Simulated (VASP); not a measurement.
Input of a VASP 6.6.1 run:

INCAR

```
PREC = Accurate ; ENCUT = 520
EDIFF = 1E-6 ; ISMEAR = 0
SIGMA = 0.05 ; LREAL = False
LASPH = True ; NELM = 60
ALGO = Normal ; ISIF = 2
LWAVE = False ; LCHARG = False
GGA = PS ; NBANDS = 11
```

File KPOINTS:

```
regular mesh
0
Gamma
  10 10 10
```

POSCAR

```
MgO
1.0
    0.0000000000      2.0901029176      2.0901029176
    2.0901029176      0.0000000000      2.0901029176
    2.0901029176      2.0901029176      0.0000000000
Mg O
1 1
Direct
    0.0315450506      0.0315450506     -0.0315450506
    0.4520781014      0.4520781014      0.5479218986
```

Potentials or basis: VASP PAW PBE potentials, release 64 (Mg, O).

Launch:

```sh
$ cat potpaw_PBE.64/Mg/POTCAR potpaw_PBE.64/O/POTCAR > POTCAR
$ mpirun -np 1 vasp_std > vasp.out
```

Q: Estimate the band gap on the k mesh.

A: 4.83 eV, direct.

Q: Predict the largest force.

A: 3.741 eV/Å.

Forces in eV/Å, atoms in the order of the input:
```
Mg   0.000  0.000 -3.741
O    0.000  0.000  3.741
```

Caveat: the PAW data sets were made with another functional, which shifts forces and pressure a little. As with any semilocal functional, this PBEsol gap is likely too small.
